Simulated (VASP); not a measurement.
# CsCdCl3 (Pm-3m) in VASP: single point with LDA

Aim: the single point of CsCdCl3 with LDA.

All numbers are computed with VASP 6.6.1; they aren't measurements. Logs are shortened: lines on timing, memory, paths and dates and some standing lists are left out, and cuts for length are marked.

## Step 1: The cell of the first run

It takes space group Pm-3m (No. 221, cubic). The conventional cell has a = 5.200 Å, b = 5.200 Å, c = 5.200 Å, α = 90.00°, β = 90.00°, γ = 90.00°. Within 4.8 Å of Cs (site symmetry m-3m) lie 12 Cl at 3.68 Å and 8 Cd at 4.50 Å. Within 3.4 Å of Cd (site symmetry m-3m) lie 6 Cl at 2.60 Å. Within 3.4 Å of Cl (site symmetry 4/mmm) lie 2 Cd at 2.60 Å.

## Step 2: Single point, LDA

INCAR

```
PREC     = Accurate       # precision mode
ENCUT    = 520            # plane-wave cutoff, eV
EDIFF    = 1E-6           # SCF threshold, eV
ISMEAR   = 0              # smearing method
SIGMA    = 0.05           # smearing width, eV
LREAL    = F              # projectors in reciprocal space
LASPH    = T              # aspherical terms in the spheres
NELM     = 100            # most SCF steps
ALGO     = Normal         # electronic algorithm
ISIF     = 2              # what is computed and relaxed
LWAVE    = F              # write WAVECAR
LCHARG   = T              # write CHGCAR
LELF     = T              # ELF
LVHAR    = T            
NBANDS   = 29             # bands
```

KPOINTS

```
regular mesh
0
Gamma
  6 6 6
```

POSCAR

```
CsCdCl3
1.0
    5.2000000000      0.0000000000      0.0000000000
    0.0000000000      5.2000000000      0.0000000000
    0.0000000000      0.0000000000      5.2000000000
Cs Cd Cl
1 1 3
Direct
    0.0000000000      0.0000000000      0.0000000000
    0.5000000000      0.5000000000      0.5000000000
    0.0000000000      0.5000000000      0.5000000000
    0.5000000000      0.0000000000      0.5000000000
    0.5000000000      0.5000000000      0.0000000000
```

Potentials or basis: VASP PAW LDA potentials, release 64 (Cs_sv, Cd, Cl).

Run with:

```
> cat potpaw_LDA.64/Cs_sv/POTCAR potpaw_LDA.64/Cd/POTCAR potpaw_LDA.64/Cl/POTCAR > POTCAR
> mpirun -np 1 vasp_std > vasp.out
```

OUTCAR:

```text
PREC = Accurate
   ENCUT = 520
   EDIFF = 1E-6
   ISMEAR = 0
   LREAL = F
   LASPH = T
   NELM = 100
   ISIF = 2

 ion  position               nearest neighbor table
   1  0.000  0.000  0.000-
   2  0.500  0.500  0.500-   3 2.60   4 2.60   5 2.60   5 2.60   4 2.60   3 2.60
   3  0.000  0.500  0.500-   2 2.60   2 2.60
   4  0.500  0.000  0.500-   2 2.60   2 2.60
   5  0.500  0.500  0.000-   2 2.60   2 2.60

  LATTYP: Found a simple cubic cell.
 ALAT       =     5.2000000000

  Lattice vectors:

 A1 = (   5.2000000000,   0.0000000000,   0.0000000000)
 A2 = (   0.0000000000,   5.2000000000,   0.0000000000)
 A3 = (   0.0000000000,   0.0000000000,   5.2000000000)

Analysis of symmetry for initial positions (statically):
=====================================================================
 Subroutine PRICEL returns:
 Original cell was already a primitive cell.

 Routine SETGRP: Setting up the symmetry group for a
 simple cubic supercell.

 Subroutine GETGRP returns: Found 48 space group operations
 (whereof 48 operations were pure point group operations)
 out of a pool of 48 trial point group operations.

The static configuration has the point symmetry O_h .

Analysis of symmetry for dynamics (positions and initial velocities):
=====================================================================
 Subroutine PRICEL returns:
 Original cell was already a primitive cell.

 Routine SETGRP: Setting up the symmetry group for a
 simple cubic supercell.

 Subroutine GETGRP returns: Found 48 space group operations
 (whereof 48 operations were pure point group operations)
 out of a pool of 48 trial point group operations.

The dynamic configuration has the point symmetry O_h .

 Subroutine INISYM returns: Found 48 space group operations
 (whereof 48 operations are pure point group operations),
 and found     1 'primitive' translations

----------------------------------------------------------------------------------------

                                     Primitive cell

  volume of cell :     140.6080

  direct lattice vectors                    reciprocal lattice vectors
     5.200000000  0.000000000  0.000000000     0.192307692  0.000000000  0.000000000
     0.000000000  5.200000000  0.000000000     0.000000000  0.192307692  0.000000000
     0.000000000  0.000000000  5.200000000     0.000000000  0.000000000  0.192307692

  length of vectors
     5.200000000  5.200000000  5.200000000     0.192307692  0.192307692  0.192307692

  position of ions in fractional coordinates (direct lattice)
     0.000000000  0.000000000  0.000000000
     0.500000000  0.500000000  0.500000000
     0.000000000  0.500000000  0.500000000
     0.500000000  0.000000000  0.500000000
     0.500000000  0.500000000  0.000000000

  ion indices of the primitive-cell ions
   primitive index   ion index
                 1           1
                 2           2
                 3           3
                 4           4
                 5           5

----------------------------------------------------------------------------------------

 KPOINTS: regular mesh

Automatic generation of k-mesh.
 Grid dimensions read from file:
 generate k-points for:    6    6    6

 Generating k-lattice:

  Cartesian coordinates                     Fractional coordinates (reciprocal lattice)
     0.032051282  0.000000000  0.000000000     0.166666667  0.000000000  0.000000000
     0.000000000  0.032051282  0.000000000     0.000000000  0.166666667  0.000000000
     0.000000000  0.000000000  0.032051282     0.000000000  0.000000000  0.166666667

  Length of vectors
     0.032051282  0.032051282  0.032051282

  Shift w.r.t. Gamma in fractional coordinates (k-lattice)
     0.000000000  0.000000000  0.000000000

 Subroutine IBZKPT returns following result:
 ===========================================

 Found     20 irreducible k-points:

 Following reciprocal coordinates:
            Coordinates               Weight
  0.000000  0.000000  0.000000      1.000000
  0.166667  0.000000  0.000000      6.000000
  0.333333  0.000000  0.000000      6.000000
  0.500000  0.000000  0.000000      3.000000
  0.166667  0.166667  0.000000     12.000000
  0.333333  0.166667  0.000000     24.000000
[... 12 lines left out ...]
  0.500000  0.500000  0.333333      6.000000
  0.500000  0.500000  0.500000      1.000000
   k-points           NKPTS =     20   k-points in BZ     NKDIM =     20   number of bands    NBANDS=     29
   number of dos      NEDOS =    301   number of ions     NIONS =      5
   total plane-waves  NPLWV =  64000
   dimension x,y,z NGX =    40 NGY =   40 NGZ =   40
   dimension x,y,z NGXF=    80 NGYF=   80 NGZF=   80
   ions per type =               1   1   3
   NGX,Y,Z   is equivalent  to a cutoff of  12.79, 12.79, 12.79 a.u.
   NGXF,Y,Z  is equivalent  to a cutoff of  25.58, 25.58, 25.58 a.u.
 SYSTEM =  unknown system
   PREC   = accura    normal or accurate (medium, high low for compatibility)
   ISTART =      0    job   : 0-new  1-cont  2-samecut
   ICHARG =      2    charge: 1-file 2-atom 10-const
   ISPIN  =      1    spin polarized calculation?
   LNONCOLLINEAR =      F non collinear calculations
   LSORBIT =      F    spin-orbit coupling
   LASPH  =      T    aspherical Exc in radial PAW
   ENCUT  =  520.0 eV  38.22 Ry    6.18 a.u.   9.67  9.67  9.67*2*pi/ulx,y,z
   NELM   =    100;   NELMIN=  2; NELMDL= -5     # of ELM steps
   EDIFF  = 0.1E-05   stopping-criterion for ELM
   LREAL  =      F    real-space projection
   EDIFFG = 0.1E-04   stopping-criterion for IOM
   NSW    =      0    number of steps for IOM
   IBRION =     -1    ionic relax: 0-MD 1-quasi-New 2-CG
   NFREE  =      0    steps in history (QN), initial steepest desc. (CG)
   ISIF   =      2    stress and relaxation
   ISYM   =      2    0-nonsym 1-usesym 2-fastsym
   POTIM  = 0.5000    time-step for ionic-motion
   TEBEG  =    0.0;   TEEND  =   0.0 temperature during run
   PSTRESS=    0.0 pullay stress
   NELECT =      42.0000    total number of electrons
   NUPDOWN=      -1.0000    fix difference up-down
   EMIN   =  10.00;   EMAX   =-10.00  energy-range for DOS
   EFERMI =   0.00;   METHOD = LEGACY
   ISMEAR =     0;   SIGMA  =   0.05  broadening in eV -4-tet -1-fermi 0-gaus
   EFERMI_NEDOS =   21; number of points for ismear=-14 and -15
   IALGO  =     38    algorithm
   IMIX   =      4    mixing-type and parameters
     AMIX     =   0.40;   BMIX     =  1.00
     AMIX_MAG =   1.60;   BMIX_MAG =  1.00
  volume/ion in A,a.u.               =      28.12       189.77
  Fermi-wavevector in a.u.,A,eV,Ry     =   1.094346  2.068014 16.294239  1.197593
  Thomas-Fermi vector in A             =   2.230649
   LORBIT       =      0    0 simple, 1 ext, 2 COOP (PROOUT), +10 PAW based schemes
   GGA     = CA    functional components
   LHFCALC =     F    Hartree Fock is set to
   AEXX    =    0.0000 exact exchange contribution
   IVDW    =     0    specifies the selected vdW correction
   LEPSILON=     F    determine dielectric tensor
   LRPA    =     F    only Hartree local field effects (RPA)
 non-spin polarized calculation
 Gauss-broadening in eV      SIGMA  =   0.05
  energy-cutoff  :      520.00
  volume of cell :      140.61
 maximum number of plane-waves:      3840
 NGX is ok and might be reduce to    40
   NGX = 19   NGY = 19   NGZ = 19

 number of electron      42.0000006 magnetization

 Free energy of the ion-electron system (eV)
  ---------------------------------------------------
  ext. energy  EPLUGINS =         0.00000000
  ---------------------------------------------------
  free energy    TOTEN  =       -16.80760555 eV

  energy without entropy =      -16.80760555  energy(sigma->0) =      -16.80760555

 E-fermi :   0.1879     XC(G=0):  -9.1399

 val. band max:       -0.0973189925   @ k =   0.5000   0.5000   0.5000
 cond. band min:       1.4412800675   @ k =   0.0000   0.0000   0.0000
 fundamental gap:      1.5385990600
 Fermi energy:         0.1879160150

 k-point     1 :       0.0000    0.0000    0.0000
  band No.  band energies     occupation
      1     -19.0337      2.00000
      2     -13.6495      2.00000
      3     -13.0928      2.00000
      4     -13.0928      2.00000
      5      -6.6628      2.00000
      6      -6.6628      2.00000
[... 21 lines left out ...]
     28       7.0750      0.00000
     29      11.0206      0.00000

 k-point     2 :       0.1667    0.0000    0.0000
  band No.  band energies     occupation
      1     -19.0312      2.00000
      2     -13.6165      2.00000
      3     -13.1045      2.00000
      4     -13.0912      2.00000
      5      -6.6796      2.00000
      6      -6.6796      2.00000
[... 21 lines left out ...]
     28       7.3538      0.00000
     29      10.4995      0.00000

 k-point     3 :       0.3333    0.0000    0.0000
  band No.  band energies     occupation
      1     -19.0262      2.00000
      2     -13.5464      2.00000
      3     -13.1298      2.00000
      4     -13.0881      2.00000
      5      -6.9715      2.00000
      6      -6.7109      2.00000
[... 21 lines left out ...]
     28       8.0551      0.00000
     29       9.1898      0.00000

 k-point     4 :       0.5000    0.0000    0.0000
  band No.  band energies     occupation
      1     -19.0237      2.00000
      2     -13.5087      2.00000
      3     -13.1441      2.00000
      4     -13.0866      2.00000
      5      -7.1386      2.00000
      6      -6.7256      2.00000
[... 469 lines left out ...]
     28       8.5020      0.00000
     29       8.9466      0.00000

 k-point    19 :       0.5000    0.5000    0.3333
  band No.  band energies     occupation
      1     -19.0119      2.00000
      2     -13.1798      2.00000
      3     -13.1444      2.00000
      4     -13.1444      2.00000
      5      -7.2655      2.00000
      6      -7.1609      2.00000
[... 21 lines left out ...]
     28       8.4856      0.00000
     29       8.6962      0.00000

 k-point    20 :       0.5000    0.5000    0.5000
  band No.  band energies     occupation
      1     -19.0105      2.00000
      2     -13.1402      2.00000
      3     -13.1402      2.00000
      4     -13.1402      2.00000
      5      -7.2653      2.00000
      6      -7.2653      2.00000
[... 21 lines left out ...]
     28       8.4102      0.00000
     29       8.4102      0.00000

------------------------ aborting loop because EDIFF is reached ----------------------------------------

  FORCE on cell =-STRESS in cart. coord.  units (eV):
  Direction    XX          YY          ZZ          XY          YZ          ZX
  --------------------------------------------------------------------------------------
  -------------------------------------------------------------------------------------
  Total       -1.4826337     -1.4826337     -1.4826337     -0.0000000      0.0000000     -0.0000000
  in kB      -16.8940756    -16.8940756    -16.8940756     -0.0000000      0.0000000     -0.0000000
  external PRESSURE =     -16.8940756 kB  Pullay stress =       0.0000000 kB

 VOLUME and BASIS-vectors are now :
 -----------------------------------------------------------------------------
  energy-cutoff  :      520.00
  volume of cell :      140.61
      direct lattice vectors                 reciprocal lattice vectors
     5.200000000  0.000000000  0.000000000     0.192307692  0.000000000  0.000000000
     0.000000000  5.200000000  0.000000000     0.000000000  0.192307692  0.000000000
     0.000000000  0.000000000  5.200000000     0.000000000  0.000000000  0.192307692

 POSITION                                       TOTAL-FORCE (eV/Angst)
 -----------------------------------------------------------------------------------
      0.00000      0.00000      0.00000         0.000000      0.000000      0.000000
      2.60000      2.60000      2.60000         0.000000      0.000000      0.000000
      0.00000      2.60000      2.60000         0.000000      0.000000      0.000000
      2.60000      0.00000      2.60000         0.000000      0.000000      0.000000
      2.60000      2.60000      0.00000         0.000000      0.000000      0.000000
 -----------------------------------------------------------------------------------
    total drift:                                0.000000      0.000000     -0.000000

  FREE ENERGIE OF THE ION-ELECTRON SYSTEM (eV)
  ---------------------------------------------------
  free  energy   TOTEN  =       -16.8076055548 eV

  energy  without entropy=      -16.8076055548  energy(sigma->0) =      -16.80760555
```

Run time: 1.9 min. Hardware: 1 thread of Intel Xeon 8259CL, shared host; peak memory 0.25 GiB.

What came out:

```yaml
Free_energy: -16.8076 eV
Pressure: -1.7 GPa
Band_gap_on_the_k_mesh: 1.54 eV (least direct gap 2.12 eV)
```

Levels at points of the mesh, in eV from the valence-band top:
```csv
k point,band 19,band 20,band 21,band 22,band 23,band 24
"(0.00, 0.00, 0.00)",-0.58,-0.58,-0.58,1.54,5.57,5.89
"(0.50, 0.00, 0.00)",-0.91,-0.85,-0.85,4.28,6.92,7.22
"(0.50, 0.50, 0.00)",-1.07,-0.29,-0.01,6.07,7.06,7.06
"(0.50, 0.50, 0.50)",-0.27,0.00,0.00,5.66,5.66,5.66
```

Caveat: spin-orbit coupling is left out, which moves the levels of the heavy elements. As with any semilocal functional, this LDA gap is likely too small.
